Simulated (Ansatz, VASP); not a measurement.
**CdTeS4 in VASP and in Ansatz**

INCAR

```
PREC = Accurate
ENCUT = 600
EDIFF = 1E-6
ISMEAR = 0
SIGMA = 0.1
LREAL = F
LASPH = T
NELM = 100
ALGO = Normal
ISIF = 3
LWAVE = F
LCHARG = F
GGA = PE
IBRION = 2
NSW = 90
EDIFFG = -0.04
```

KPOINTS

```
Automatic mesh
0
Gamma
  6 6 2
```

File POSCAR:

```
CdTeS4
1.0
    3.4456116500      0.0000000000      0.0000000000
   -1.7228058300      2.9839872200      0.0000000000
    0.0000000000      0.0000000000     13.6556548100
Cd Te S
1 1 4
Direct
    0.0000000000      0.0000000000      0.5000000000
    0.6666666700      0.3333333300      0.0000000000
    0.6666666700      0.3333333300      0.6276410200
    0.0000000000      0.0000000000      0.8771510100
    0.0000000000      0.0000000000      0.1228489900
    0.6666666700      0.3333333300      0.3723589800
```

Input for Ansatz:

```yaml
crystal:
  lattice:
    - [3.44561165, 0.0, 0.0]
    - [-1.72280583, 2.98398722, 0.0]
    - [0.0, 0.0, 13.65565481]
  atoms:
    - { symbol: Cd, position: [0.0, 0.0, 0.5] }
    - { symbol: Te, position: [0.66666667, 0.33333333, 0.0] }
    - { symbol: S, position: [0.66666667, 0.33333333, 0.62764102] }
    - { symbol: S, position: [0.0, 0.0, 0.87715101] }
    - { symbol: S, position: [0.0, 0.0, 0.12284899] }
    - { symbol: S, position: [0.66666667, 0.33333333, 0.37235898] }
basis:
  ecutwfc: 420
kpoints:
  mp_grid: { grid: [6, 6, 2] }
hamiltonian:
  xc: pbe
scf:
  occupations: { method: gaussian, width: 0.1 }
  lower_state_search: "off"
output:
  forces: true
  stress: true
  eigenvalues: true
relax:
  adjacent_minimum: "off"
  f_tol: 0.04
  max_steps: 70
  cell: { stress_tol: 0.4 }
```

Change from the starting cell: species swapped into the NbWSe4 type (P-6m2, No. 187).

Alike in both runs: task relaxation of cell and atoms; functional PBE; k mesh 6 × 6 × 2; occupations gaussian, width 0.1 eV; no spin polarisation.

|  | VASP | Ansatz |
| --- | --- | --- |
| version | VASP 6.6.1 | Ansatz 0.2.0 |
| potentials or method | VASP PAW PBE potentials, release 64 (Cd, Te, S), cutoff 600 eV | scalar-relativistic, plane waves, PAW |
| valence electrons in the cell | 42 | 60 |

```csv
,VASP,Ansatz,Ansatz less VASP
relaxed volume (Å³/atom),26.94,26.28,-0.660
relaxed cell length with the largest relative difference (Å),11.732,11.506,-0.2261
```

VASP's potentials hold 42 valence electrons a cell and Ansatz's 60, so a difference there can come from the potentials and not from the codes.

Spin-orbit coupling is off throughout. Noted on VASP's run: the volume moved by over 15 % at a fixed basis, so the end points are rough.
